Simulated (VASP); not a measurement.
# GaGe (F-43m) in VASP: further runs

Runs on GaGe. Level: PBEsol. Tasks: single point.

Program: VASP 6.6.1. These are calculated values, not measurements. Logs are shortened: lines on timing, memory, paths and dates and some standing lists are left out, and cuts for length are marked.

**1. The cell of the first run**

It takes space group F-43m (No. 216, cubic). Conventional cell: a = 5.717 Å, b = 5.717 Å, c = 5.717 Å, α = 90.00°, β = 90.00°, γ = 90.00°. Ge (site symmetry -43m) has 4 Ga at 2.48 Å within 3.3 Å. Ga (site symmetry -43m) has 4 Ge at 2.48 Å within 3.3 Å.

**2. Single point, PBEsol (volume scaled by 0.96)**

Input file INCAR:

```
PREC = Accurate
ENCUT = 520
EDIFF = 1E-6
ISMEAR = -1
SIGMA = 0.05
LREAL = False
LASPH = True
NELM = 60
ALGO = Normal
ISIF = 2
LWAVE = False
LCHARG = False
GGA = PS
NBANDS = 20
```

Input file KPOINTS:

```
Automatic mesh
0
Gamma
  8 8 8
```

Input file POSCAR:

```
GaGe
1.0
    0.0000000000      2.8586791449      2.8586791449
    2.8586791449      0.0000000000      2.8586791449
    2.8586791449      2.8586791449      0.0000000000
Ge Ga
1 1
Direct
    0.0000000000      0.0000000000      0.0000000000
    0.2500000000      0.2500000000      0.2500000000
```

Potentials or basis: VASP PAW PBE potentials, release 64 (Ge_d, Ga_d).

On the command line:

```bash
cat potpaw_PBE.64/Ge_d/POTCAR potpaw_PBE.64/Ga_d/POTCAR > POTCAR
mpirun -np 1 vasp_std > vasp.out
```

OUTCAR:

```text
PREC = Accurate
   ENCUT = 520
   EDIFF = 1E-6
   ISMEAR = -1
   LREAL = False
   LASPH = True
   NELM = 60
   ISIF = 2
   GGA = PS

 ion  position               nearest neighbor table
   1  0.000  0.000  0.000-   2 2.48   2 2.48   2 2.48   2 2.48
   2  0.250  0.250  0.250-   1 2.48   1 2.48   1 2.48   1 2.48

  LATTYP: Found a face centered cubic cell.
 ALAT       =     5.7173582898

  Lattice vectors:

 A1 = (   0.0000000000,   2.8586791449,   2.8586791449)
 A2 = (   2.8586791449,   0.0000000000,   2.8586791449)
 A3 = (   2.8586791449,   2.8586791449,   0.0000000000)

Analysis of symmetry for initial positions (statically):
=====================================================================
 Subroutine PRICEL returns:
 Original cell was already a primitive cell.

 Routine SETGRP: Setting up the symmetry group for a
 face centered cubic supercell.

 Subroutine GETGRP returns: Found 24 space group operations
 (whereof 24 operations were pure point group operations)
 out of a pool of 48 trial point group operations.

The static configuration has the point symmetry T_d .

Analysis of symmetry for dynamics (positions and initial velocities):
=====================================================================
 Subroutine PRICEL returns:
 Original cell was already a primitive cell.

 Routine SETGRP: Setting up the symmetry group for a
 face centered cubic supercell.

 Subroutine GETGRP returns: Found 24 space group operations
 (whereof 24 operations were pure point group operations)
 out of a pool of 48 trial point group operations.

The dynamic configuration has the point symmetry T_d .

 Subroutine INISYM returns: Found 24 space group operations
 (whereof 24 operations are pure point group operations),
 and found     1 'primitive' translations

----------------------------------------------------------------------------------------

                                     Primitive cell

  volume of cell :      46.7225

  direct lattice vectors                    reciprocal lattice vectors
     0.000000000  2.858679145  2.858679145    -0.174905953  0.174905953  0.174905953
     2.858679145  0.000000000  2.858679145     0.174905953 -0.174905953  0.174905953
     2.858679145  2.858679145  0.000000000     0.174905953  0.174905953 -0.174905953

  length of vectors
     4.042782817  4.042782817  4.042782817     0.302945997  0.302945997  0.302945997

  position of ions in fractional coordinates (direct lattice)
     0.000000000  0.000000000  0.000000000
     0.250000000  0.250000000  0.250000000

  ion indices of the primitive-cell ions
   primitive index   ion index
                 1           1
                 2           2

----------------------------------------------------------------------------------------

 KPOINTS: Automatic mesh

Automatic generation of k-mesh.
 Grid dimensions read from file:
 generate k-points for:    8    8    8

 Generating k-lattice:

  Cartesian coordinates                     Fractional coordinates (reciprocal lattice)
    -0.021863244  0.021863244  0.021863244     0.125000000  0.000000000  0.000000000
     0.021863244 -0.021863244  0.021863244     0.000000000  0.125000000  0.000000000
     0.021863244  0.021863244 -0.021863244     0.000000000  0.000000000  0.125000000

  Length of vectors
     0.037868250  0.037868250  0.037868250

  Shift w.r.t. Gamma in fractional coordinates (k-lattice)
     0.000000000  0.000000000  0.000000000

 Subroutine IBZKPT returns following result:
 ===========================================

 Found     29 irreducible k-points:

 Following reciprocal coordinates:
            Coordinates               Weight
  0.000000  0.000000  0.000000      1.000000
  0.125000  0.000000  0.000000      8.000000
  0.250000  0.000000  0.000000      8.000000
  0.375000  0.000000  0.000000      8.000000
  0.500000  0.000000  0.000000      4.000000
  0.125000  0.125000  0.000000      6.000000
[... 16 lines left out ...]
  0.500000  0.250000  0.125000     48.000000
 -0.375000  0.250000  0.125000     24.000000
 [... further k-points ...]
   k-points           NKPTS =     29   k-points in BZ     NKDIM =     29   number of bands    NBANDS=     20
   number of dos      NEDOS =    301   number of ions     NIONS =      2
   total plane-waves  NPLWV =  27000
   dimension x,y,z NGX =    30 NGY =   30 NGZ =   30
   dimension x,y,z NGXF=    60 NGYF=   60 NGZF=   60
   ions per type =               1   1
   NGX,Y,Z   is equivalent  to a cutoff of  12.34, 12.34, 12.34 a.u.
   NGXF,Y,Z  is equivalent  to a cutoff of  24.67, 24.67, 24.67 a.u.
 SYSTEM =  unknown system
   PREC   = accura    normal or accurate (medium, high low for compatibility)
   ISTART =      0    job   : 0-new  1-cont  2-samecut
   ICHARG =      2    charge: 1-file 2-atom 10-const
   ISPIN  =      1    spin polarized calculation?
   LNONCOLLINEAR =      F non collinear calculations
   LSORBIT =      F    spin-orbit coupling
   LASPH  =      T    aspherical Exc in radial PAW
   ENCUT  =  520.0 eV  38.22 Ry    6.18 a.u.   7.52  7.52  7.52*2*pi/ulx,y,z
   NELM   =     60;   NELMIN=  2; NELMDL= -5     # of ELM steps
   EDIFF  = 0.1E-05   stopping-criterion for ELM
   LREAL  =      F    real-space projection
[... 7 lines left out ...]
   TEBEG  =    0.0;   TEEND  =   0.0 temperature during run
   PSTRESS=    0.0 pullay stress
   NELECT =      27.0000    total number of electrons
   NUPDOWN=      -1.0000    fix difference up-down
   EMIN   =  10.00;   EMAX   =-10.00  energy-range for DOS
   EFERMI =   0.00;   METHOD = LEGACY
   ISMEAR =    -1;   SIGMA  =   0.05  broadening in eV -4-tet -1-fermi 0-gaus
   EFERMI_NEDOS =   21; number of points for ismear=-14 and -15
   IALGO  =     38    algorithm
   IMIX   =      4    mixing-type and parameters
     AMIX     =   0.40;   BMIX     =  1.00
     AMIX_MAG =   1.60;   BMIX_MAG =  1.00
  volume/ion in A,a.u.               =      23.36       157.65
  Fermi-wavevector in a.u.,A,eV,Ry     =   1.363601  2.576832 25.298781  1.859408
  Thomas-Fermi vector in A             =   2.489990
   LORBIT       =      0    0 simple, 1 ext, 2 COOP (PROOUT), +10 PAW based schemes
   GGA     = PS    functional components
   LHFCALC =     F    Hartree Fock is set to
   AEXX    =    0.0000 exact exchange contribution
   IVDW    =     0    specifies the selected vdW correction
   LEPSILON=     F    determine dielectric tensor
   LRPA    =     F    only Hartree local field effects (RPA)
 non-spin polarized calculation
  energy-cutoff  :      520.00
  volume of cell :       46.72
 maximum number of plane-waves:      1283
   NGX = 15   NGY = 15   NGZ = 15

 number of electron      26.9999983 magnetization

 Free energy of the ion-electron system (eV)
  ---------------------------------------------------
  ext. energy  EPLUGINS =         0.00000000
  ---------------------------------------------------
  free energy    TOTEN  =        -7.91689755 eV

  energy without entropy =       -7.90853849  energy(sigma->0) =       -7.91271802

 E-fermi :   3.2232     XC(G=0):  -9.9275

 val. band max:        2.9877091379   @ k =   0.1250   0.1250   0.0000
 cond. band min:       3.2559317588   @ k =  -0.1250   0.1250   0.0000
 fundamental gap:      0.2682226209
 Fermi energy:         3.2232045121

 k-point     1 :       0.0000    0.0000    0.0000
  band No.  band energies     occupation
      1     -20.6509      2.00000
      2     -20.6509      2.00000
      3     -20.6509      2.00000
      4     -20.6285      2.00000
      5     -20.6285      2.00000
      6     -11.0984      2.00000
[... 12 lines left out ...]
     19      10.9577      0.00000
     20      14.1824      0.00000

 k-point     2 :       0.1250    0.0000    0.0000
  band No.  band energies     occupation
      1     -20.6509      2.00000
      2     -20.6504      2.00000
      3     -20.6504      2.00000
      4     -20.6283      2.00000
      5     -20.6283      2.00000
      6     -11.1032      2.00000
[... 12 lines left out ...]
     19      11.9638      0.00000
     20      13.1352      0.00000

 k-point     3 :       0.2500    0.0000    0.0000
  band No.  band energies     occupation
      1     -20.6508      2.00000
      2     -20.6494      2.00000
      3     -20.6494      2.00000
      4     -20.6280      2.00000
      5     -20.6280      2.00000
      6     -11.1147      2.00000
[... 12 lines left out ...]
     19      12.3943      0.00000
     20      12.8998      0.00000

 k-point     4 :       0.3750    0.0000    0.0000
  band No.  band energies     occupation
      1     -20.6508      2.00000
      2     -20.6484      2.00000
      3     -20.6484      2.00000
      4     -20.6275      2.00000
      5     -20.6275      2.00000
      6     -11.1263      2.00000
[... 12 lines left out ...]
     19      13.0922      0.00000
     20      14.1415      0.00000

 k-point     5 :       0.5000    0.0000    0.0000
  band No.  band energies     occupation
      1     -20.6508      2.00000
      2     -20.6480      2.00000
      3     -20.6480      2.00000
      4     -20.6273      2.00000
      5     -20.6273      2.00000
      6     -11.1311      2.00000
[... 12 lines left out ...]
     19      14.9416      0.00000
     20      15.8582      0.00000
[... 353 lines left out ...]
      6     -11.1553      2.00000
[... 12 lines left out ...]
     19      15.8637      0.00000
     20      17.1340      0.00000

 k-point    22 :       0.3750    0.2500    0.1250
  band No.  band energies     occupation
      1     -20.6519      2.00000
      2     -20.6481      2.00000
      3     -20.6478      2.00000
      4     -20.6290      2.00000
      5     -20.6267      2.00000
      6     -11.1271      2.00000
[... 12 lines left out ...]
     19      12.7408      0.00000
     20      14.7325      0.00000

 k-point    23 :       0.5000    0.2500    0.1250
  band No.  band energies     occupation
      1     -20.6511      2.00000
      2     -20.6481      2.00000
      3     -20.6467      2.00000
      4     -20.6286      2.00000
      5     -20.6266      2.00000
      6     -11.1337      2.00000
[... 12 lines left out ...]
     19      13.8483      0.00000
     20      14.5427      0.00000

 k-point    24 :      -0.3750    0.2500    0.1250
  band No.  band energies     occupation
      1     -20.6504      2.00000
      2     -20.6486      2.00000
      3     -20.6463      2.00000
      4     -20.6282      2.00000
      5     -20.6267      2.00000
      6     -11.1361      2.00000
[... 12 lines left out ...]
     19      12.4413      0.00000
     20      15.2702      0.00000

 [... further k-points ...]
[... 5 lines left out ...]
  --------------------------------------------------------------------------------------
  -------------------------------------------------------------------------------------
  Total       -0.1130600     -0.1130600     -0.1130600      0.0000000      0.0000000     -0.0000000
  in kB       -3.8769770     -3.8769770     -3.8769770      0.0000000      0.0000000     -0.0000000
  external PRESSURE =      -3.8769770 kB  Pullay stress =       0.0000000 kB

 VOLUME and BASIS-vectors are now :
 -----------------------------------------------------------------------------
  energy-cutoff  :      520.00
  volume of cell :       46.72
      direct lattice vectors                 reciprocal lattice vectors
     0.000000000  2.858679145  2.858679145    -0.174905953  0.174905953  0.174905953
     2.858679145  0.000000000  2.858679145     0.174905953 -0.174905953  0.174905953
     2.858679145  2.858679145  0.000000000     0.174905953  0.174905953 -0.174905953

 POSITION                                       TOTAL-FORCE (eV/Angst)
 -----------------------------------------------------------------------------------
      0.00000      0.00000      0.00000         0.000000      0.000000      0.000000
      1.42934      1.42934      1.42934        -0.000000     -0.000000     -0.000000
 -----------------------------------------------------------------------------------
    total drift:                                0.000001      0.000001      0.000000

  FREE ENERGIE OF THE ION-ELECTRON SYSTEM (eV)
  ---------------------------------------------------
  free  energy   TOTEN  =        -7.9168975529 eV

  energy  without entropy=       -7.9085384871  energy(sigma->0) =       -7.91271802
```

It took 11 s on 1 thread of Intel Xeon 6975P-C (Granite Rapids), shared host; peak memory 0.18 GiB.

What came out:

| Property | Result |
| --- | --- |
| Free energy | -7.9169 eV |
| Pressure | -0.4 GPa |

Levels at points of the mesh, in eV from the Fermi level:
```tsv
k point	band 10	band 11	band 12	band 13	band 14	band 15	band 16	band 17	band 18	band 19
(0.00, 0.00, 0.00)	-14.25	-10.77	1.78	1.78	1.78	2.44	4.45	4.45	4.45	7.73
(0.50, 0.00, 0.00)	-14.25	-8.69	-5.52	0.41	0.41	2.22	5.42	5.42	8.17	11.72
(0.50, 0.50, 0.00)	-14.25	-7.57	-5.92	-1.31	-1.31	2.28	2.42	11.41	11.41	12.64
```

Caveat: the cell differs from its parent crystal (volume scaled by 0.96); the PAW data sets were made with another functional, which shifts forces and pressure a little.

**3. Single point, PBEsol (volume scaled by 0.98)**

Input file INCAR:

```
ALGO = Normal
EDIFF = 1E-6
ENCUT = 520
GGA = PS
ISIF = 2
ISMEAR = -1
LASPH = True
LCHARG = False
LREAL = False
LWAVE = False
NBANDS = 20
NELM = 80
PREC = Accurate
SIGMA = 0.05
```

Input file KPOINTS:

```
k-points
0
Gamma
  8 8 8
```

Input file POSCAR:

```
GaGe
1.0
    0.0000000000      2.8783947965      2.8783947965
    2.8783947965      0.0000000000      2.8783947965
    2.8783947965      2.8783947965      0.0000000000
Ge Ga
1 1
Direct
    0.0000000000      0.0000000000      0.0000000000
    0.2500000000      0.2500000000      0.2500000000
```

Potentials or basis: VASP PAW PBE potentials, release 64 (Ge_d, Ga_d).

On the command line:

```bash
cat potpaw_PBE.64/Ge_d/POTCAR potpaw_PBE.64/Ga_d/POTCAR > POTCAR
mpirun -np 1 vasp_std > vasp.out
```

Run time: 11 s. Hardware: 1 thread of Intel Xeon 6975P-C (Granite Rapids), shared host; peak memory 0.18 GiB.

Results (log left out):

```
Free energy : -7.9114 eV
Pressure    : -1.5 GPa
```

Levels at points of the mesh, in eV from the Fermi level:
```
           k point  band 11  band 12  band 13  band 14  band 15  band 16  band 17  band 18
(0.00, 0.00, 0.00)   -10.65     1.74     1.74     1.74     2.24     4.40     4.40     4.40
(0.50, 0.00, 0.00)    -8.63    -5.45     0.40     0.40     2.12     5.38     5.38     8.12
(0.50, 0.50, 0.00)    -7.54    -5.87    -1.28    -1.28     2.27     2.40    11.21    11.21
```

Caveat: the cell differs from its parent crystal (volume scaled by 0.98); the PAW data sets were made with another functional, which shifts forces and pressure a little.

**4. Single point, PBEsol**

This run uses another cell than the first one, of 24.33 Å³/atom, 1.042 times its volume.

Input file INCAR:

```
PREC = Accurate ; ENCUT = 520
EDIFF = 1E-6 ; ISMEAR = -1
SIGMA = 0.05 ; LREAL = False
LASPH = True ; NELM = 100
ALGO = Normal ; ISIF = 2
LWAVE = False ; LCHARG = False
GGA = PS ; NBANDS = 20
```

Input file KPOINTS:

```
Automatic mesh
0
Gamma
  8 8 8
```

Input file POSCAR:

```
GaGe
1.0
    0.0000000000      2.8978440000      2.8978440000
    2.8978440000      0.0000000000      2.8978440000
    2.8978440000      2.8978440000      0.0000000000
Ge Ga
1 1
Direct
    0.0000000000      0.0000000000      0.0000000000
    0.2500000000      0.2500000000      0.2500000000
```

On the command line:

```bash
cat potpaw_PBE.64/Ge_d/POTCAR potpaw_PBE.64/Ga_d/POTCAR > POTCAR
mpirun -np 1 vasp_std > vasp.out
```

Wall time 10 s (1 thread of Intel Xeon 6975P-C (Granite Rapids), shared host); peak memory 0.18 GiB.

It converged, with:

```
Free energy : -7.8998 eV
Pressure    : -2.4 GPa
```

Levels at points of the mesh, in eV from the Fermi level:
```tsv
k point	band 12	band 13	band 14	band 15	band 16	band 17
(0.00, 0.00, 0.00)	1.69	1.69	1.69	2.04	4.36	4.36
(0.50, 0.00, 0.00)	-5.38	0.39	0.39	2.02	5.33	5.33
(0.50, 0.50, 0.00)	-5.82	-1.25	-1.25	2.26	2.38	11.01
```

Caveat: the PAW data sets were made with another functional, which shifts forces and pressure a little.

**5. Single point, PBEsol (volume scaled by 1.02)**

Input file INCAR:

```
PREC = Accurate
ENCUT = 520
EDIFF = 1E-7
ISMEAR = -1
SIGMA = 0.05
LREAL = F
LASPH = T
NELM = 60
ALGO = Normal
ISIF = 2
LWAVE = F
LCHARG = F
GGA = PS
NBANDS = 20
```

KPOINTS is that of step 4.

Input file POSCAR:

```
GaGe
1.0
    0.0000000000      2.9170355792      2.9170355792
    2.9170355792      0.0000000000      2.9170355792
    2.9170355792      2.9170355792      0.0000000000
Ge Ga
1 1
Direct
    0.0000000000      0.0000000000      0.0000000000
    0.2500000000      0.2500000000      0.2500000000
```

On the command line:

```bash
cat potpaw_PBE.64/Ge_d/POTCAR potpaw_PBE.64/Ga_d/POTCAR > POTCAR
mpirun -np 1 vasp_std > vasp.out
```

Run time: 8.8 s. Hardware: 1 thread of Intel Xeon 6975P-C (Granite Rapids), shared host; peak memory 0.18 GiB.

Results (log left out):

```yaml
Free_energy: -7.8826 eV
Pressure: -3.3 GPa
```

Levels at points of the mesh, in eV from the Fermi level:
| k point | band 11 | band 12 | band 13 | band 14 | band 15 | band 16 | band 17 | band 18 |
| --- | --- | --- | --- | --- | --- | --- | --- | --- |
| (0.00, 0.00, 0.00) | -10.44 | 1.65 | 1.65 | 1.65 | 1.84 | 4.31 | 4.31 | 4.31 |
| (0.50, 0.00, 0.00) | -8.52 | -5.32 | 0.38 | 0.38 | 1.93 | 5.28 | 5.28 | 8.03 |
| (0.50, 0.50, 0.00) | -7.49 | -5.77 | -1.23 | -1.23 | 2.25 | 2.36 | 10.82 | 10.82 |

Caveat: the cell differs from its parent crystal (volume scaled by 1.02); the PAW data sets were made with another functional, which shifts forces and pressure a little.

[end of part 1 of 2]
